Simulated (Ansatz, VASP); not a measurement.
**Two plane-wave programs on Ir**

```xyz
2
Lattice="2.7514 0.0000 0.0000 -1.3757 2.3828 0.0000 0.0000 0.0000 4.4623" Properties=species:S:1:pos:R:3 pbc="T T T"
Ir    1.3757    0.7943    3.3467
Ir    0.0000    1.5885    1.1156
```

Alike in both runs: task single point; functional r2SCAN; k mesh 18 × 18 × 12; occupations gaussian, width 0.15 eV; no spin polarisation.

|  | VASP | Ansatz |
| --- | --- | --- |
| version | VASP 6.6.1 | Ansatz 0.2.0 |
| potentials or method | VASP PAW PBE potentials, release 64 (Ir), cutoff 520 eV | scalar-relativistic, plane waves, PAW |
| valence electrons in the cell | 18 | 34 |

```tsv
	VASP	Ansatz	Ansatz less VASP
gap on the k mesh at the Fermi level (eV)	none	none	-
pressure (GPa)	-6.6	-8.8	-2.18
traceless stress, the component that is largest in VASP (GPa)	-0.13	-0.23	-0.105
```

VASP's potentials were made for PBE, not for r2SCAN. A gap of «none» marks a metal or a gap that the smearing closes. VASP's potentials hold 18 valence electrons a cell and Ansatz's 34, so a difference there can come from the potentials and not from the codes.

Neither program's run includes spin-orbit coupling.
